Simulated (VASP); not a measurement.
# BN (P6_3mc) in VASP: further runs

BN is run at these levels: PBE; tasks: single point.

Everything below comes from runs of VASP 6.6.1. Logs are shortened: lines on timing, memory, paths and dates and some standing lists are left out, and cuts for length are marked.

## (1) The cell of the first run

Symmetry: P6_3mc, No. 186, hexagonal system. The conventional cell has a = 2.502 Å, b = 2.502 Å, c = 4.138 Å, α = 90.00°, β = 90.00°, γ = 120.00°. Within 2.0 Å of B (site symmetry 3m) lie 4 N at 1.54 to 1.55 Å. N (site symmetry 3m) has 4 B at 1.54 to 1.55 Å within 2.0 Å.

## (2) Single point, PBE (volume changed by -6%)

The input, INCAR:

```
SYSTEM = BN
ALGO = Normal
EDIFF = 1E-7
ENCUT = 520
GGA = PE
ISIF = 2
ISMEAR = 0
LASPH = .True.
LCHARG = .False.
LREAL = .False.
LWAVE = .False.
NBANDS = 16
NELM = 60
PREC = Accurate
SIGMA = 0.01
```

The input, KPOINTS:

```
k-points
0
Gamma
  9 9 6
  0 0 0
```

The input, POSCAR:

```
BN
1.0
    2.5022878276      0.0000000000      0.0000000000
   -1.2511439138      2.1670448263      0.0000000000
    0.0000000000      0.0000000000      4.1381898557
B N
2 2
Direct
    0.3333333333      0.6666666667      0.0001896141
    0.6666666667      0.3333333333      0.5001896141
    0.3333333333      0.6666666667      0.3748103859
    0.6666666667      0.3333333333      0.8748103859
```

Potentials or basis: VASP PAW PBE potentials, release 64 (B, N).

Command:

```console
$ cat potpaw_PBE.64/B/POTCAR potpaw_PBE.64/N/POTCAR > POTCAR
$ mpirun -np 1 vasp_std > vasp.out
```

OUTCAR:

```text
SYSTEM = BN
   EDIFF = 1E-7
   ENCUT = 520
   GGA = PE
   ISIF = 2
   ISMEAR = 0
   LASPH = .True.
   LREAL = .False.
   NELM = 60
   PREC = Accurate

 ion  position               nearest neighbor table
   1  0.333  0.667  0.000-   4 1.54   4 1.54   4 1.54   3 1.55
   2  0.667  0.333  0.500-   3 1.54   3 1.54   3 1.54   4 1.55
   3  0.333  0.667  0.375-   2 1.54   2 1.54   2 1.54   1 1.55
   4  0.667  0.333  0.875-   1 1.54   1 1.54   1 1.54   2 1.55

  LATTYP: Found a hexagonal cell.
 ALAT       =     2.5022878276
 C/A-ratio  =     1.6537625329

  Lattice vectors:

 A1 = (   2.5022878276,   0.0000000000,   0.0000000000)
 A2 = (  -1.2511439138,   2.1670448263,   0.0000000000)
 A3 = (   0.0000000000,   0.0000000000,   4.1381898557)

Analysis of symmetry for initial positions (statically):
=====================================================================
 Subroutine PRICEL returns:
 Original cell was already a primitive cell.

 Routine SETGRP: Setting up the symmetry group for a
 hexagonal supercell.

 Subroutine GETGRP returns: Found 12 space group operations
 (whereof  6 operations were pure point group operations)
 out of a pool of 24 trial point group operations.

The static configuration has the point symmetry C_3v.
 The point group associated with its full space group is C_6v.

Analysis of symmetry for dynamics (positions and initial velocities):
=====================================================================
 Subroutine PRICEL returns:
 Original cell was already a primitive cell.

 Routine SETGRP: Setting up the symmetry group for a
 hexagonal supercell.

 Subroutine GETGRP returns: Found 12 space group operations
 (whereof  6 operations were pure point group operations)
 out of a pool of 24 trial point group operations.

The dynamic configuration has the point symmetry C_3v.
 The point group associated with its full space group is C_6v.

 Subroutine INISYM returns: Found 12 space group operations
 (whereof  6 operations are pure point group operations),
 and found     1 'primitive' translations

----------------------------------------------------------------------------------------

                                     Primitive cell

[... 92 lines left out ...]
   ENCUT  =  520.0 eV  38.22 Ry    6.18 a.u.   4.65  4.65  7.69*2*pi/ulx,y,z
   NELM   =     60;   NELMIN=  2; NELMDL= -5     # of ELM steps
   EDIFF  = 0.1E-06   stopping-criterion for ELM
   LREAL  =      F    real-space projection
   EDIFFG = 0.1E-05   stopping-criterion for IOM
   NSW    =      0    number of steps for IOM
   IBRION =     -1    ionic relax: 0-MD 1-quasi-New 2-CG
   NFREE  =      0    steps in history (QN), initial steepest desc. (CG)
   ISIF   =      2    stress and relaxation
   ISYM   =      2    0-nonsym 1-usesym 2-fastsym
   POTIM  = 0.5000    time-step for ionic-motion
   TEBEG  =    0.0;   TEEND  =   0.0 temperature during run
   PSTRESS=    0.0 pullay stress
   NELECT =      16.0000    total number of electrons
   NUPDOWN=      -1.0000    fix difference up-down
   EMIN   =  10.00;   EMAX   =-10.00  energy-range for DOS
   EFERMI =   0.00;   METHOD = LEGACY
   ISMEAR =     0;   SIGMA  =   0.01  broadening in eV -4-tet -1-fermi 0-gaus
   EFERMI_NEDOS =   21; number of points for ismear=-14 and -15
   IALGO  =     38    algorithm
   IMIX   =      4    mixing-type and parameters
     AMIX     =   0.40;   BMIX     =  1.00
     AMIX_MAG =   1.60;   BMIX_MAG =  1.00
  volume/ion in A,a.u.               =       5.61        37.86
  Fermi-wavevector in a.u.,A,eV,Ry     =   1.462546  2.763812 29.103430  2.139042
  Thomas-Fermi vector in A             =   2.578747
   LORBIT       =      0    0 simple, 1 ext, 2 COOP (PROOUT), +10 PAW based schemes
   GGA     = PE    functional components
   LHFCALC =     F    Hartree Fock is set to
   AEXX    =    0.0000 exact exchange contribution
   IVDW    =     0    specifies the selected vdW correction
   LEPSILON=     F    determine dielectric tensor
   LRPA    =     F    only Hartree local field effects (RPA)
 non-spin polarized calculation
 Gauss-broadening in eV      SIGMA  =   0.01
  energy-cutoff  :      520.00
  volume of cell :       22.44
 maximum number of plane-waves:       622
 NGX is ok and might be reduce to    20
   NGX =  9   NGY =  9   NGZ = 15

 number of electron      15.9999998 magnetization

 Free energy of the ion-electron system (eV)
  ---------------------------------------------------
  ext. energy  EPLUGINS =         0.00000000
  ---------------------------------------------------
  free energy    TOTEN  =       -34.71715326 eV

  energy without entropy =      -34.71715326  energy(sigma->0) =      -34.71715326

 E-fermi :   8.3856     XC(G=0): -13.0689

 val. band max:        8.2188995873   @ k =   0.0000   0.0000   0.0000
 cond. band min:      13.3265096066   @ k =   0.3333   0.3333   0.0000
 fundamental gap:      5.1076100193
 Fermi energy:         8.3856409351

 k-point     1 :       0.0000    0.0000    0.0000
  band No.  band energies     occupation
      1     -12.7976      2.00000
      2      -8.3951      2.00000
      3      -3.2011      2.00000
      4       5.9796      2.00000
      5       5.9796      2.00000
      6       7.9348      2.00000
[... 433 lines left out ...]
      3      -1.3466      2.00000
      4       0.1247      2.00000
      5       0.1247      2.00000
      6       2.0413      2.00000
[... 8 lines left out ...]
     15      25.0800      0.00000
     16      25.0800      0.00000

 [... further k-points ...]

------------------------ aborting loop because EDIFF is reached ----------------------------------------

  FORCE on cell =-STRESS in cart. coord.  units (eV):
  Direction    XX          YY          ZZ          XY          YZ          ZX
  --------------------------------------------------------------------------------------
  -------------------------------------------------------------------------------------
  Total        3.6640553      3.6640553      3.7034820      0.0000000      0.0000000      0.0000000
  in kB      261.6116238    261.6116238    264.4266696      0.0000000      0.0000000      0.0000000
  external PRESSURE =     262.5499724 kB  Pullay stress =       0.0000000 kB

 VOLUME and BASIS-vectors are now :
 -----------------------------------------------------------------------------
  energy-cutoff  :      520.00
  volume of cell :       22.44
      direct lattice vectors                 reciprocal lattice vectors
     2.502287828  0.000000000  0.000000000     0.399634282  0.230728960  0.000000000
    -1.251143914  2.167044826  0.000000000     0.000000000  0.461457921  0.000000000
     0.000000000  0.000000000  4.138189856     0.000000000  0.000000000  0.241651552

 POSITION                                       TOTAL-FORCE (eV/Angst)
 -----------------------------------------------------------------------------------
     -0.00000      1.44470      0.00078        -0.000000     -0.000000      0.051406
      1.25114      0.72235      2.06988         0.000000      0.000000      0.051406
     -0.00000      1.44470      1.55104         0.000000     -0.000000     -0.051406
      1.25114      0.72235      3.62013        -0.000000      0.000000     -0.051406
 -----------------------------------------------------------------------------------
    total drift:                                0.000000      0.000000     -0.000189

  FREE ENERGIE OF THE ION-ELECTRON SYSTEM (eV)
  ---------------------------------------------------
  free  energy   TOTEN  =       -34.7171532552 eV

  energy  without entropy=      -34.7171532552  energy(sigma->0) =      -34.71715326
```

Wall time 9.4 s (1 thread of Intel Xeon 6975P-C, shared host); peak memory 0.14 GiB.

Results:

- Free energy: -34.7172 eV
- Pressure: 26.3 GPa
- Largest force: 0.051 eV/Å
- Band gap on the k mesh: 5.11 eV, indirect (least direct gap 8.54 eV)

Forces on the atoms (eV/Å):
```
B    0.000  0.000  0.051
B    0.000  0.000  0.051
N    0.000  0.000 -0.051
N    0.000  0.000 -0.051
```

Stress tensor (GPa, compression positive):
```
26.16  0.00  0.00
 0.00 26.16  0.00
 0.00  0.00 26.44
```

Caveat: the cell differs from its parent crystal (volume changed by -6%).

## (3) Single point, PBE (volume changed by -3%)

The input, INCAR:

```
  PREC = Accurate
  ENCUT = 520
  EDIFF = 1E-7
  ISMEAR = 0
  SIGMA = 0.01
  LREAL = F
  LASPH = T
  NELM = 80
  ALGO = Normal
  ISIF = 2
  LWAVE = F
  LCHARG = F
  GGA = PE
  NBANDS = 16
```

The input, KPOINTS:

```
regular mesh
0
Gamma
  9 9 6
```

The input, POSCAR:

```
BN
1.0
    2.5286296353      0.0000000000      0.0000000000
   -1.2643148177      2.1898575009      0.0000000000
    0.0000000000      0.0000000000      4.1817529502
B N
2 2
Direct
    0.3333333333      0.6666666667      0.0001896141
    0.6666666667      0.3333333333      0.5001896141
    0.3333333333      0.6666666667      0.3748103859
    0.6666666667      0.3333333333      0.8748103859
```

Potentials or basis: VASP PAW PBE potentials, release 64 (B, N).

Command:

```console
$ cat potpaw_PBE.64/B/POTCAR potpaw_PBE.64/N/POTCAR > POTCAR
$ mpirun -np 1 vasp_std > vasp.out
```

It took 9.3 s on 1 thread of Intel Xeon 6975P-C, shared host; peak memory 0.14 GiB.

Results (log left out):

```
Free energy            : -34.8039 eV
Pressure               : 12.3 GPa
Largest force          : 0.026 eV/Å
Band gap on the k mesh : 5.16 eV, indirect (least direct gap 8.38 eV)
```

Forces in eV/Å, atoms in the order of the input:
```
B    0.000  0.000  0.026
B    0.000  0.000  0.026
N    0.000  0.000 -0.026
N    0.000  0.000 -0.026
```

Stress tensor (GPa, compression positive):
```
12.32  0.00  0.00
 0.00 12.32  0.00
 0.00  0.00 12.41
```

Levels at points of the mesh, in eV from the valence-band top:
```tsv
k point	band 5	band 6	band 7	band 8	band 9	band 10	band 11	band 12
(0.00, 0.00, 0.00)	-2.17	-0.27	0.00	0.00	8.46	8.46	8.73	9.78
(0.00, 0.00, 0.50)	-1.20	-1.20	-1.20	-1.20	9.69	9.69	10.04	10.04
```

Caveat: the cell differs from its parent crystal (volume changed by -3%).

## (4) Single point, PBE

This run uses another cell than the first one, of 5.97 Å³/atom, 1.064 times its volume.

The input, INCAR:

```
PREC     = Accurate       # precision mode
ENCUT    = 520            # plane-wave cutoff, eV
EDIFF    = 1E-6           # SCF threshold, eV
ISMEAR   = 0              # smearing method
SIGMA    = 0.01           # smearing width, eV
LREAL    = F              # projectors in reciprocal space
LASPH    = T              # aspherical terms in the spheres
NELM     = 60             # most SCF steps
ALGO     = Normal         # electronic algorithm
ISIF     = 2              # what is computed and relaxed
LWAVE    = F              # write WAVECAR
LCHARG   = F              # write CHGCAR
GGA      = PE             # functional
NBANDS   = 16             # bands
```

The input, KPOINTS:

```
Automatic mesh
0
Gamma
  9 9 6
```

The input, POSCAR:

```
BN
1.0
    2.5544337607      0.0000000000      0.0000000000
   -1.2772168804      2.2122045290      0.0000000000
    0.0000000000      0.0000000000      4.2244268461
B N
2 2
Direct
    0.3333333333      0.6666666667      0.0001896141
    0.6666666667      0.3333333333      0.5001896141
    0.3333333333      0.6666666667      0.3748103859
    0.6666666667      0.3333333333      0.8748103859
```

Command:

```console
$ cat potpaw_PBE.64/B/POTCAR potpaw_PBE.64/N/POTCAR > POTCAR
$ mpirun -np 1 vasp_std > vasp.out
```

Run time: 9.5 s. Hardware: 1 thread of Intel Xeon 6975P-C, shared host; peak memory 0.14 GiB.

Results (log left out):

```yaml
Free_energy: -34.8327 eV
Pressure: 0.3 GPa
Band_gap_on_the_k_mesh: 5.21 eV, indirect (least direct gap 8.23 eV)
```

Forces on the atoms (eV/Å):
```
B    0.000  0.000  0.002
B    0.000  0.000  0.002
N    0.000  0.000 -0.002
N    0.000  0.000 -0.002
```

Levels at points of the mesh, in eV from the valence-band top:
| k point | band 5 | band 6 | band 7 | band 8 | band 9 | band 10 | band 11 | band 12 |
| --- | --- | --- | --- | --- | --- | --- | --- | --- |
| (0.00, 0.00, 0.00) | -2.10 | -0.26 | 0.00 | 0.00 | 8.33 | 8.33 | 8.55 | 9.41 |
| (0.00, 0.00, 0.50) | -1.16 | -1.16 | -1.16 | -1.16 | 9.40 | 9.40 | 9.88 | 9.88 |

## (5) Single point, PBE (volume changed by +3%)

The input, INCAR:

```
SYSTEM = BN
  ALGO = Normal
  EDIFF = 1E-6
  ENCUT = 520
  GGA = PE
  ISIF = 2
  ISMEAR = 0
  LASPH = .True.
  LCHARG = .False.
  LREAL = .False.
  LWAVE = .False.
  NBANDS = 16
  NELM = 60
  PREC = Accurate
  SIGMA = 0.01
```

The input, KPOINTS:

```
k-points
0
Gamma
  9 9 6
  0 0 0
```

The input, POSCAR:

```
BN
1.0
    2.5797268290      0.0000000000      0.0000000000
   -1.2898634145      2.2341089687      0.0000000000
    0.0000000000      0.0000000000      4.2662555748
B N
2 2
Direct
    0.3333333333      0.6666666667      0.0001896141
    0.6666666667      0.3333333333      0.5001896141
    0.3333333333      0.6666666667      0.3748103859
    0.6666666667      0.3333333333      0.8748103859
```

Command:

```console
$ cat potpaw_PBE.64/B/POTCAR potpaw_PBE.64/N/POTCAR > POTCAR
$ mpirun -np 1 vasp_std > vasp.out
```

Wall time 11 s (1 thread of Intel Xeon 6975P-C, shared host); peak memory 0.14 GiB.

It converged, with:

```
Free energy            : -34.8111 eV
Pressure               : -10.2 GPa
Largest force          : 0.020 eV/Å
Band gap on the k mesh : 5.25 eV, indirect (least direct gap 8.08 eV)
```

Forces in eV/Å, atoms in the order of the input:
```
B    0.000  0.000 -0.020
B    0.000  0.000 -0.020
N    0.000  0.000  0.020
N    0.000  0.000  0.020
```

Stress tensor (GPa, compression positive):
```
-10.16   0.00   0.00
  0.00 -10.16   0.00
  0.00   0.00 -10.34
```

Levels at points of the mesh, in eV from the valence-band top:
| k point | band 6 | band 7 | band 8 | band 9 | band 10 | band 11 |
| --- | --- | --- | --- | --- | --- | --- |
| (0.00, 0.00, 0.00) | -0.25 | 0.00 | 0.00 | 8.21 | 8.21 | 8.37 |
| (0.00, 0.00, 0.50) | -1.13 | -1.13 | -1.13 | 9.13 | 9.13 | 9.72 |

Caveat: the cell differs from its parent crystal (volume changed by +3%).

## (6) Overview

| cell | gap on the mesh (eV) | pressure (GPa) | largest force (eV/Å) |
| --- | --- | --- | --- |
| a = 2.502, b = 2.502, c = 4.138 Å, angles 90.0, 90.0, 120.0°, 4 atoms | 5.11 | 26.3 | 0.05 |
| a = 2.529, b = 2.529, c = 4.182 Å, angles 90.0, 90.0, 120.0°, 4 atoms | 5.16 | 12.3 | 0.03 |
| a = 2.554, b = 2.554, c = 4.224 Å, angles 90.0, 90.0, 120.0°, 4 atoms | 5.21 | 0.3 | - |
| a = 2.580, b = 2.580, c = 4.266 Å, angles 90.0, 90.0, 120.0°, 4 atoms | 5.25 | -10.2 | 0.02 |

Alike in all rows: task single point; level PBE; potentials or basis VASP PAW PBE potentials, release 64 (B, N); no spin polarisation; k mesh 9 × 9 × 6; cutoff (eV) 520; smearing gaussian 0.01 eV.

Absolute energies hang on the potentials; compare differences alone.
